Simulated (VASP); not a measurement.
Wanted: the native input for a VASP 6.6.1 run.

| Item | Value |
| --- | --- |
| Task | single point |
| Functional | PBEsol |
| Potentials or basis | VASP PAW PBE potentials, release 64 (Ti_sv) |
| Cutoff | 520 eV |
| k mesh | 12 × 12 × 18 |
| Occupations | gaussian, width 0.1 eV |
| Spin | no spin polarisation |
| Dipole correction | no |
| Further INCAR settings | ALGO = Fast; EDIFF = 1e-06; NBANDS = 25 |

The structure of Ti lies in POSCAR:

```
Ti
1.0
    4.3798313507      0.0000000000      0.0000000000
   -2.1899156753      3.7930452140      0.0000000000
    0.0000000000      0.0000000000      2.7148298391
Ti
3
Direct
    0.0000000000      0.0000000000      0.0000000000
    0.3333333333      0.6666666667      0.5000000000
    0.6666666667      0.3333333333      0.5000000000
```

This isn't the form of Ti at room conditions, which is hcp.

This cell differs from its parent crystal: equal strain along all axes, cell held: -3.0 %.

These files were run (other wordings do the same):

INCAR

```
ALGO = Fast ; EDIFF = 1E-6
ENCUT = 520 ; GGA = PS
ISIF = 2 ; ISMEAR = 0
LASPH = T ; LCHARG = T
LELF = T ; LREAL = F
LVHAR = T ; LWAVE = F
NBANDS = 25 ; NELM = 80
PREC = Accurate ; SIGMA = 0.1
```

KPOINTS

```
k-points
0
Gamma
  12 12 18
```

Potentials or basis: VASP PAW PBE potentials, release 64 (Ti_sv).

Command:

```console
$ cat potpaw_PBE.64/Ti_sv/POTCAR > POTCAR
$ mpirun -np 1 vasp_std > vasp.out
```

Results of the run:

```json
{
  "Pressure": "12.2 GPa",
  "Band gap on the k mesh": "zero (bands 18 and 19 overlap by 0.44 eV)"
}
```

Caveat: the cell differs from its parent crystal (equal strain along all axes, cell held: -3.0 %); the cell stands under pressure; the PAW data sets were made with another functional, which shifts forces and pressure a little.

It took 5.4 min on 1 thread of Intel(R) Xeon(R) 6975P-C (Granite Rapids), on a shared host, peak memory 0.28 GiB.
